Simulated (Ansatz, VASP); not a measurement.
**Two plane-wave programs on SiW4**

```xyz
5
Lattice="6.0942 0.0000 0.0000 0.0000 6.0942 0.0000 0.0000 0.0000 2.6633" Properties=species:S:1:pos:R:3 pbc="T T T"
Si    0.0000    0.0000    0.0000
W     1.2411    3.0471    1.3317
W     4.8531    3.0471    1.3317
W     3.0471    1.2411    1.3317
W     3.0471    4.8531    1.3317
```

Alike in both runs: functional PBE; k mesh 4 × 4 × 4; occupations gaussian, width 0.1 eV; no spin polarisation.

Ansatz relaxed the structure, and its values are those at the end. VASP's run is a single point on that final structure, the one shown.

|  | VASP | Ansatz |
| --- | --- | --- |
| version | VASP 6.6.1 | Ansatz 0.2.0 |
| potentials or method | VASP PAW PBE potentials, release 64 (Si, W_sv), cutoff 520 eV | scalar-relativistic, plane waves, PAW |
| valence electrons in the cell | 60 | 60 |

```csv
,VASP,Ansatz,Ansatz less VASP
gap on the k mesh at the Fermi level (eV),none,none,-
pressure (GPa),0.7,0.1,-0.51
rms of the force components (eV/Å),0.004,0.013,+0.0092
```

A gap of «none» marks a metal or a gap that the smearing closes.

The k mesh is coarse, so the values compare programs but aren't converged. Neither program's run includes spin-orbit coupling.
